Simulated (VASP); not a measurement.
GaP:

```
Ga P
1.0
     0.00000    2.64364    2.64364
     2.64364    0.00000    2.64364
     2.64364    2.64364    0.00000
Ga P
1 1
Direct
  0.00000 0.00000 0.00000
  0.25000 0.25000 0.25000
```

This cell differs from its parent crystal: strain -3.0%.

Base run:

```yaml
Program: VASP 6.6.1
Functional: r2SCAN
Potentials_or_basis: VASP PAW PBE potentials, release 64 (Ga_d, P)
Cutoff: 520 eV
k_mesh: 8 × 8 × 8
Occupations: gaussian, width 0.01 eV
Spin: no spin polarisation
```

Its results: band gap on the k mesh 1.71 eV, indirect (least direct gap 3.16 eV); pressure 9.8 GPa.

Task: The run is repeated on the same cell with these changes: functional from r2SCAN to HSE06; k mesh from 8 × 8 × 8 to 6 × 6 × 6. What comes out?

Result: Band gap on the k mesh 2.09 eV, indirect (least direct gap 3.63 eV); pressure 10.5 GPa.

Several settings changed at once, so the effect can't be laid on one alone.

Caveats: the PAW data sets were made with another functional, which shifts forces and pressure a little.

A k mesh can miss the band edges.
